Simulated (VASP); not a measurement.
SnSe:

```
Sn Se
1.0
    11.42000    0.00000    0.00000
     0.00000    4.19000    0.00000
     0.00000    0.00000    4.46000
Sn Se
4 4
Direct
  0.87700 0.75000 0.90900
  0.62300 0.25000 0.40900
  0.37700 0.75000 0.59100
  0.12300 0.25000 0.09100
  0.64300 0.75000 0.98400
  0.85700 0.25000 0.48400
  0.14300 0.75000 0.51600
  0.35700 0.25000 0.01600
```

* Program: VASP 6.6.1
* Task: relaxation of cell and atoms
* Functional: revPBE
* Potentials or basis: VASP PAW PBE potentials, release 64 (Sn_d, Se)
* Cutoff: 600 eV
* k mesh: 3 × 6 × 6
* Occupations: fermi-dirac, width 0.05 eV
* Spin: no spin polarisation

At the start: pressure 3.7 GPa; volume 26.68 Å³/atom.

Question: Where does the relaxation end?

Answer: Over 38 steps the energy falls by 30.4 meV/atom and the volume is 30.05 Å³/atom (+12.6 %); space group Pnma (No. 62, to 0.1 Å) before and after.

The path:
```tsv
step	energy change (eV)	largest force (eV/Å)	pressure (GPa)	volume (Å³)
1	0.0000	0.3537	3.66	213.41
2	-0.1558	0.3463	-1.02	232.76
3	-0.1794	0.1967	0.08	227.19
4	-0.1916	0.1674	0.11	228.12
5	-0.2149	0.0911	0.18	230.92
6	-0.2047	0.1889	0.51	236.55
7	-0.2199	0.0969	0.30	232.96
8	-0.2291	0.0435	-0.05	236.51
9	-0.2300	0.0356	-0.18	238.16
10	-0.2346	0.0226	0.01	238.24
11	-0.2358	0.0473	0.15	238.29
12	-0.2381	0.0220	-0.04	239.94
13	-0.2382	0.0206	-0.02	239.71
14	-0.2384	0.0188	0.02	239.71
15	-0.2385	0.0189	0.05	239.72
16	-0.2386	0.0237	0.11	239.72
17	-0.2386	0.0213	0.08	239.72
18	-0.2387	0.0204	0.07	239.84
19	-0.2389	0.0216	0.04	240.20
20	-0.2392	0.0247	-0.03	240.93
21	-0.2392	0.0252	-0.05	241.12
22	-0.2395	0.0224	-0.03	241.22
23	-0.2400	0.0197	0.01	241.49
24	-0.2401	0.0387	0.08	242.03
25	-0.2402	0.0262	0.03	241.76
26	-0.2406	0.0200	-0.03	242.17
27	-0.2407	0.0185	-0.06	242.38
28	-0.2407	0.0182	-0.14	242.79
29	-0.2407	0.0181	-0.10	242.54
30	-0.2410	0.0195	-0.08	242.43
31	-0.2414	0.0224	-0.07	242.22
32	-0.2419	0.0299	-0.01	241.80
33	-0.2419	0.0329	0.01	241.64
34	-0.2424	0.0220	-0.01	241.53
35	-0.2426	0.0154	-0.05	241.47
36	-0.2427	0.0109	-0.10	241.34
37	-0.2430	0.0091	-0.04	240.58
38	-0.2430	0.0097	-0.02	240.39
```

Final structure:
```cif
data_structure
_symmetry_space_group_name_H-M 'P 1'
_symmetry_Int_Tables_number 1
_cell_length_a 12.0670
_cell_length_b 4.2187
_cell_length_c 4.7222
_cell_angle_alpha 90.000
_cell_angle_beta 90.000
_cell_angle_gamma 90.000
_cell_volume 240.39
loop_
_atom_site_label
_atom_site_type_symbol
_atom_site_fract_x
_atom_site_fract_y
_atom_site_fract_z
_atom_site_occupancy
Sn1 Sn 0.87574 0.75000 0.87394 1
Sn2 Sn 0.62426 0.25000 0.37394 1
Sn3 Sn 0.37574 0.75000 0.62606 1
Sn4 Sn 0.12426 0.25000 0.12606 1
Se1 Se 0.64806 0.75000 0.97998 1
Se2 Se 0.85194 0.25000 0.47998 1
Se3 Se 0.14806 0.75000 0.52002 1
Se4 Se 0.35194 0.25000 0.02002 1
```

Caveat: the PAW data sets were made with another functional, which shifts forces and pressure a little.
